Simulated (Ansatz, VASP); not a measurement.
One calculation of C, two programs

INCAR

```
PREC = Accurate
ENCUT = 910
EDIFF = 1E-6
ISMEAR = 0
SIGMA = 0.05
LREAL = F
LASPH = T
NELM = 120
ALGO = Normal
ISIF = 2
LWAVE = F
LCHARG = F
GGA = CA
NBANDS = 11
GGA_COMPAT = F
```

KPOINTS

```
Automatic mesh
0
Gamma
  12 12 12
```

The input POSCAR:

```
C
1.0
    0.0000000000      1.7655709205      1.8086508510
    1.7655709205      0.0000000000      1.8086508510
    1.7655709205      1.7655709205      0.0000000000
C
2
Direct
    0.5000000000      0.5000000000      0.5000000000
    0.7500000000      0.7500000000      0.7500000000
```

Input for Ansatz:

```yaml
crystal:
  lattice:
    - [0.0, 1.7655709205, 1.808650851]
    - [1.7655709205, 0.0, 1.808650851]
    - [1.7655709205, 1.7655709205, 0.0]
  atoms:
    - { symbol: C, position: [0.5, 0.5, 0.5] }
    - { symbol: C, position: [0.75, 0.75, 0.75] }
basis:
  ecutwfc: 520.0
kpoints:
  mp_grid: { grid: [12, 12, 12] }
hamiltonian:
  xc: lda
  pseudopotentials: { kind: paw, azcp: { folder: soft_1 } }
scf:
  occupations: { method: gaussian, width: 0.05 }
output:
  forces: true
  stress: true
  eigenvalues: true
```

Alike in both runs: task single point; functional LDA; k mesh 12 × 12 × 12; occupations gaussian, width 0.05 eV; no spin polarisation.

|  | VASP | Ansatz |
| --- | --- | --- |
| version | VASP 6.6.1 | Ansatz 0.2.0 |
| potentials or method | VASP PAW LDA potentials, release 64 (C_h), cutoff 910 eV | scalar-relativistic, plane waves, PAW |
| valence electrons in the cell | 8 | 8 |

|  | VASP | Ansatz | Ansatz less VASP |
| --- | --- | --- | --- |
| gap on the k mesh at the Fermi level (eV) | 3.83 | 3.84 | +0.006 |
| least direct gap on the mesh (eV) | 5.34 | 5.34 | -0.002 |

Ansatz warns that its potentials were made for another functional, while VASP's fit it. LDA's correlation is that of Perdew and Zunger in VASP and of Perdew and Wang (1992) in Ansatz.

Noted on VASP's run: the cutoff is short for stress, so the pressure is rough.
